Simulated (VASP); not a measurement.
# Zr2N (P4_2/mnm) in VASP: further runs

Zr2N is run at these levels: r2SCAN; tasks: single point.

Program: VASP 6.6.1. These are calculated values, not measurements. Logs are shortened: lines on timing, memory, paths and dates and some standing lists are left out, and cuts for length are marked.

## 1. The cell of the first run

The structure is tetragonal, space group P4_2/mnm (No. 136). Conventional cell: a = 5.301 Å, b = 5.301 Å, c = 3.240 Å, α = 90.00°, β = 90.00°, γ = 90.00°. Zr (site symmetry m2m) has 3 N at 2.21 to 2.23 Å within 2.9 Å. Within 2.9 Å of N (site symmetry mmm) lie 6 Zr at 2.21 to 2.23 Å.

## 2. Single point, r2SCAN (volume scaled by 0.94, then relaxed in part)

Contents of POSCAR:

```
Zr2N
1.0
    5.3008443241      0.0000000000      0.0000000000
    0.0000000000      5.3008443241      0.0000000000
    0.0000000000      0.0000000000      3.2399347728
Zr N
4 2
Direct
    0.2953771401      0.2953771401      0.0000000000
    0.7046228599      0.7046228599      0.0000000000
    0.7953771401      0.2046228599      0.5000000000
    0.2046228599      0.7953771401      0.5000000000
    0.0000000000      0.0000000000      0.0000000000
    0.5000000000      0.5000000000      0.5000000000
```

Contents of INCAR.step1:

```
ALGO     = Normal         # electronic algorithm
EDIFF    = 1E-4           # SCF threshold, eV
ENCUT    = 520            # plane-wave cutoff, eV
GGA      = PE             # functional
ISMEAR   = 0              # smearing method
LASPH    = True           # aspherical terms in the spheres
LCHARG   = False          # write CHGCAR
LREAL    = False          # projectors in reciprocal space
LWAVE    = True           # write WAVECAR
NBANDS   = 38             # bands
NELM     = 60             # most SCF steps
PREC     = Accurate       # precision mode
SIGMA    = 0.1            # smearing width, eV
```

Contents of INCAR.step2:

```
ALGO     = Normal         # electronic algorithm
EDIFF    = 1E-6           # SCF threshold, eV
ENCUT    = 520            # plane-wave cutoff, eV
ISIF     = 2              # what is computed and relaxed
ISMEAR   = 0              # smearing method
ISTART   = 1            
LASPH    = True           # aspherical terms in the spheres
LCHARG   = False          # write CHGCAR
LMIXTAU  = True         
LREAL    = False          # projectors in reciprocal space
LWAVE    = False          # write WAVECAR
METAGGA  = R2SCAN         # meta-GGA
NBANDS   = 38             # bands
NELM     = 60             # most SCF steps
PREC     = Accurate       # precision mode
SIGMA    = 0.1            # smearing width, eV
```

Contents of KPOINTS:

```
k-points
0
Gamma
  8 8 10
```

Potentials or basis: VASP PAW PBE potentials, release 64 (Zr_sv, N).

Launch:

```bash
cat potpaw_PBE.64/Zr_sv/POTCAR potpaw_PBE.64/N/POTCAR > POTCAR
cp INCAR.step1 INCAR
mpirun -np 1 vasp_std > vasp.out
cp INCAR.step2 INCAR
mpirun -np 1 vasp_std > vasp.out
```

OUTCAR:

```text
EDIFF = 1E-6
   ENCUT = 520
   ISIF = 2
   ISMEAR = 0
   ISTART = 1
   LASPH = True
   LREAL = False
   METAGGA = R2SCAN
   NELM = 60
   PREC = Accurate

 ion  position               nearest neighbor table
   1  0.295  0.295  0.000-   5 2.21   6 2.23   6 2.23   2 3.07   4 3.14   3 3.14   4 3.14   3 3.14
                             4 3.14   4 3.14   3 3.14   3 3.14   2 3.81   2 3.81
   2  0.705  0.705  0.000-   5 2.21   6 2.23   6 2.23   1 3.07   4 3.14   3 3.14   4 3.14   3 3.14
                             3 3.14   3 3.14   4 3.14   4 3.14   1 3.81   1 3.81
   3  0.795  0.205  0.500-   6 2.21   5 2.23   5 2.23   4 3.07   1 3.14   1 3.14   2 3.14   2 3.14
                             2 3.14   2 3.14   1 3.14   1 3.14   4 3.81   4 3.81
   4  0.205  0.795  0.500-   6 2.21   5 2.23   5 2.23   3 3.07   1 3.14   1 3.14   2 3.14   2 3.14
                             1 3.14   1 3.14   2 3.14   2 3.14   3 3.81   3 3.81
   5  0.000  0.000  0.000-   1 2.21   2 2.21   3 2.23   4 2.23   3 2.23   4 2.23
   6  0.500  0.500  0.500-   3 2.21   4 2.21   1 2.23   2 2.23   1 2.23   2 2.23

  LATTYP: Found a simple tetragonal cell.
 ALAT       =     5.3008443241
 C/A-ratio  =     0.6112110778

  Lattice vectors:

 A1 = (   5.3008443241,   0.0000000000,   0.0000000000)
 A2 = (   0.0000000000,   5.3008443241,   0.0000000000)
 A3 = (   0.0000000000,   0.0000000000,   3.2399347728)

Analysis of symmetry for initial positions (statically):
=====================================================================
 Subroutine PRICEL returns:
 Original cell was already a primitive cell.

 Routine SETGRP: Setting up the symmetry group for a
 simple tetragonal supercell.

 Subroutine GETGRP returns: Found 16 space group operations
 (whereof  8 operations were pure point group operations)
 out of a pool of 16 trial point group operations.

The static configuration has the point symmetry D_2h.
 The point group associated with its full space group is D_4h.

Analysis of symmetry for dynamics (positions and initial velocities):
=====================================================================
 Subroutine PRICEL returns:
 Original cell was already a primitive cell.

 Routine SETGRP: Setting up the symmetry group for a
 simple tetragonal supercell.

 Subroutine GETGRP returns: Found 16 space group operations
 (whereof  8 operations were pure point group operations)
 out of a pool of 16 trial point group operations.

The dynamic configuration has the point symmetry D_2h.
 The point group associated with its full space group is D_4h.

 Subroutine INISYM returns: Found 16 space group operations
 (whereof  8 operations are pure point group operations),
 and found     1 'primitive' translations

----------------------------------------------------------------------------------------

                                     Primitive cell

  volume of cell :      91.0388

  direct lattice vectors                    reciprocal lattice vectors
     5.300844324  0.000000000  0.000000000     0.188649192  0.000000000  0.000000000
     0.000000000  5.300844324  0.000000000     0.000000000  0.188649192  0.000000000
     0.000000000  0.000000000  3.239934773     0.000000000  0.000000000  0.308648189

  length of vectors
     5.300844324  5.300844324  3.239934773     0.188649192  0.188649192  0.308648189

  position of ions in fractional coordinates (direct lattice)
     0.295377140  0.295377140  0.000000000
     0.704622860  0.704622860  0.000000000
     0.795377140  0.204622860  0.500000000
     0.204622860  0.795377140  0.500000000
     0.000000000  0.000000000  0.000000000
     0.500000000  0.500000000  0.500000000

  ion indices of the primitive-cell ions
   primitive index   ion index
                 1           1
                 2           2
                 3           3
                 4           4
                 5           5
                 6           6

----------------------------------------------------------------------------------------

 KPOINTS: k-points

Automatic generation of k-mesh.
 Grid dimensions read from file:
 generate k-points for:    8    8   10

 Generating k-lattice:

  Cartesian coordinates                     Fractional coordinates (reciprocal lattice)
     0.023581149  0.000000000  0.000000000     0.125000000  0.000000000  0.000000000
     0.000000000  0.023581149  0.000000000     0.000000000  0.125000000  0.000000000
     0.000000000  0.000000000  0.030864819     0.000000000  0.000000000  0.100000000

  Length of vectors
     0.023581149  0.023581149  0.030864819

  Shift w.r.t. Gamma in fractional coordinates (k-lattice)
     0.000000000  0.000000000  0.000000000

 Subroutine IBZKPT returns following result:
 ===========================================

 Found     90 irreducible k-points:

 Following reciprocal coordinates:
            Coordinates               Weight
  0.000000  0.000000  0.000000      1.000000
  0.125000  0.000000  0.000000      4.000000
  0.250000  0.000000  0.000000      4.000000
  0.375000  0.000000  0.000000      4.000000
  0.500000  0.000000  0.000000      2.000000
  0.125000  0.125000  0.000000      4.000000
[... 16 lines left out ...]
  0.375000  0.125000  0.100000     16.000000
  0.500000  0.125000  0.100000      8.000000
 [... further k-points ...]
   k-points           NKPTS =     90   k-points in BZ     NKDIM =     90   number of bands    NBANDS=     38
   number of dos      NEDOS =    301   number of ions     NIONS =      6
   total plane-waves  NPLWV =  38400
   dimension x,y,z NGX =    40 NGY =   40 NGZ =   24
   dimension x,y,z NGXF=    80 NGYF=   80 NGZF=   48
   ions per type =               4   2
   NGX,Y,Z   is equivalent  to a cutoff of  12.54, 12.54, 12.31 a.u.
   NGXF,Y,Z  is equivalent  to a cutoff of  25.09, 25.09, 24.63 a.u.
 SYSTEM =  unknown system
   PREC   = accura    normal or accurate (medium, high low for compatibility)
   ISTART =      1    job   : 0-new  1-cont  2-samecut
   ICHARG =      0    charge: 1-file 2-atom 10-const
   ISPIN  =      1    spin polarized calculation?
   LNONCOLLINEAR =      F non collinear calculations
   LSORBIT =      F    spin-orbit coupling
   LASPH  =      T    aspherical Exc in radial PAW
   ENCUT  =  520.0 eV  38.22 Ry    6.18 a.u.   9.86  9.86  6.02*2*pi/ulx,y,z
   NELM   =     60;   NELMIN=  2; NELMDL=  0     # of ELM steps
   EDIFF  = 0.1E-05   stopping-criterion for ELM
   LREAL  =      F    real-space projection
   EDIFFG = 0.1E-04   stopping-criterion for IOM
   NSW    =      0    number of steps for IOM
   IBRION =     -1    ionic relax: 0-MD 1-quasi-New 2-CG
   NFREE  =      0    steps in history (QN), initial steepest desc. (CG)
   ISIF   =      2    stress and relaxation
   ISYM   =      2    0-nonsym 1-usesym 2-fastsym
   POTIM  = 0.5000    time-step for ionic-motion
   TEBEG  =    0.0;   TEEND  =   0.0 temperature during run
   PSTRESS=    0.0 pullay stress
   NELECT =      58.0000    total number of electrons
   NUPDOWN=      -1.0000    fix difference up-down
   EMIN   =  10.00;   EMAX   =-10.00  energy-range for DOS
   EFERMI =   0.00;   METHOD = LEGACY
   ISMEAR =     0;   SIGMA  =   0.10  broadening in eV -4-tet -1-fermi 0-gaus
   EFERMI_NEDOS =   21; number of points for ismear=-14 and -15
   IALGO  =     38    algorithm
   IMIX   =      4    mixing-type and parameters
     AMIX     =   0.40;   BMIX     =  1.00
     AMIX_MAG =   1.60;   BMIX_MAG =  1.00
  volume/ion in A,a.u.               =      15.17       102.39
  Fermi-wavevector in a.u.,A,eV,Ry     =   1.408668  2.661997 26.998667  1.984346
  Thomas-Fermi vector in A             =   2.530802
   LORBIT       =      0    0 simple, 1 ext, 2 COOP (PROOUT), +10 PAW based schemes
   METAGGA = R2SCAN    functional components
   LHFCALC =     F    Hartree Fock is set to
   AEXX    =    0.0000 exact exchange contribution
   IVDW    =     0    specifies the selected vdW correction
   LEPSILON=     F    determine dielectric tensor
   LRPA    =     F    only Hartree local field effects (RPA)
 non-spin polarized calculation
 Gauss-broadening in eV      SIGMA  =   0.10
  energy-cutoff  :      520.00
  volume of cell :       91.04
 maximum number of plane-waves:      2480
 NGX is ok and might be reduce to    40
   NGX = 19   NGY = 19   NGZ = 13

 number of electron      57.9999994 magnetization

 Free energy of the ion-electron system (eV)
  ---------------------------------------------------
  ext. energy  EPLUGINS =         0.00000000
  ---------------------------------------------------
  free energy    TOTEN  =      -117.51588489 eV

  energy without entropy =     -117.50476419  energy(sigma->0) =     -117.51032454

 E-fermi :  10.4918     XC(G=0): -12.8848

 val. band max:       10.4867673955   @ k =   0.2500   0.2500   0.1000
 cond. band min:      10.5085669631   @ k =   0.3750   0.3750   0.2000
 fundamental gap:      0.0217995675
 Fermi energy:        10.4918456373

 k-point     1 :       0.0000    0.0000    0.0000
  band No.  band energies     occupation
      1     -39.8079      2.00000
      2     -39.6186      2.00000
      3     -39.6186      2.00000
      4     -39.5371      2.00000
      5     -18.2796      2.00000
      6     -17.5273      2.00000
[... 30 lines left out ...]
     37      13.7139      0.00000
     38      13.8141      0.00000

 k-point     2 :       0.1250    0.0000    0.0000
  band No.  band energies     occupation
      1     -39.8013      2.00000
      2     -39.6269      2.00000
      3     -39.6150      2.00000
      4     -39.5392      2.00000
      5     -18.2455      2.00000
      6     -17.5163      2.00000
[... 30 lines left out ...]
     37      13.7300      0.00000
     38      14.1571      0.00000

 k-point     3 :       0.2500    0.0000    0.0000
  band No.  band energies     occupation
      1     -39.7823      2.00000
      2     -39.6497      2.00000
      3     -39.6051      2.00000
      4     -39.5462      2.00000
      5     -18.1499      2.00000
      6     -17.5509      2.00000
[... 30 lines left out ...]
     37      13.6935      0.00000
     38      14.6107      0.00000

 k-point     4 :       0.3750    0.0000    0.0000
  band No.  band energies     occupation
      1     -39.7533      2.00000
      2     -39.6819      2.00000
      3     -39.5905      2.00000
      4     -39.5582      2.00000
      5     -18.0104      2.00000
      6     -17.6915      2.00000
[... 30 lines left out ...]
     37      14.0197      0.00000
     38      14.5836      0.00000
[... 703 lines left out ...]
      4     -39.5498      2.00000
      5     -18.0873      2.00000
      6     -17.5252      2.00000
[... 30 lines left out ...]
     37      14.0919      0.00000
     38      15.0966      0.00000

 k-point    23 :       0.3750    0.1250    0.1000
  band No.  band energies     occupation
      1     -39.7388      2.00000
      2     -39.6716      2.00000
      3     -39.5933      2.00000
      4     -39.5617      2.00000
      5     -17.9544      2.00000
      6     -17.6526      2.00000
[... 30 lines left out ...]
     37      14.3209      0.00000
     38      14.9781      0.00000

 k-point    24 :       0.5000    0.1250    0.1000
  band No.  band energies     occupation
      1     -39.7058      2.00000
      2     -39.7058      2.00000
      3     -39.5771      2.00000
      4     -39.5771      2.00000
      5     -17.8021      2.00000
      6     -17.8021      2.00000
[... 30 lines left out ...]
     37      14.4381      0.00000
     38      14.4381      0.00000

 [... further k-points ...]
[... 5 lines left out ...]
  --------------------------------------------------------------------------------------
  -------------------------------------------------------------------------------------
  Total        7.4188399      7.4188399      7.4301851      0.0000000      0.0000000      0.0000000
  in kB      130.5630289    130.5630289    130.7626900      0.0000000      0.0000000      0.0000000
  external PRESSURE =     130.6295826 kB  Pullay stress =       0.0000000 kB

 VOLUME and BASIS-vectors are now :
 -----------------------------------------------------------------------------
  energy-cutoff  :      520.00
  volume of cell :       91.04
      direct lattice vectors                 reciprocal lattice vectors
     5.300844324  0.000000000  0.000000000     0.188649192  0.000000000  0.000000000
     0.000000000  5.300844324  0.000000000     0.000000000  0.188649192  0.000000000
     0.000000000  0.000000000  3.239934773     0.000000000  0.000000000  0.308648189

 POSITION                                       TOTAL-FORCE (eV/Angst)
 -----------------------------------------------------------------------------------
      1.56575      1.56575      0.00000        -0.003272     -0.003272      0.000000
      3.73510      3.73510      0.00000         0.003272      0.003272     -0.000000
      4.21617      1.08467      1.61997        -0.003272      0.003272     -0.000000
      1.08467      4.21617      1.61997         0.003272     -0.003272      0.000000
      0.00000      0.00000      0.00000        -0.000000     -0.000000     -0.000000
      2.65042      2.65042      1.61997        -0.000000     -0.000000     -0.000000
 -----------------------------------------------------------------------------------
    total drift:                               -0.000000      0.000000      0.000000

  FREE ENERGIE OF THE ION-ELECTRON SYSTEM (eV)
  ---------------------------------------------------
  free  energy   TOTEN  =      -117.5158848929 eV

  energy  without entropy=     -117.5047641895  energy(sigma->0) =     -117.51032454
```

Wall time 10 min (1 thread of Intel Xeon 6975P-C, shared host); peak memory 0.36 GiB.

Results:

```yaml
Free_energy: -117.5159 eV
Pressure: 13.1 GPa
Largest_force: 0.005 eV/Å
Band_gap_on_the_k_mesh: zero (band 29 reaches 12.08 eV, above the bottom of band 30 at 9.29 eV)
```

Forces in eV/Å, atoms in the order of the input:
```
Zr  -0.003 -0.003  0.000
Zr   0.003  0.003  0.000
Zr  -0.003  0.003  0.000
Zr   0.003 -0.003  0.000
N    0.000  0.000  0.000
N    0.000  0.000  0.000
```

Caveat: the PAW data sets were made with another functional, which shifts forces and pressure a little.

(Continued in part 2 of 2.)
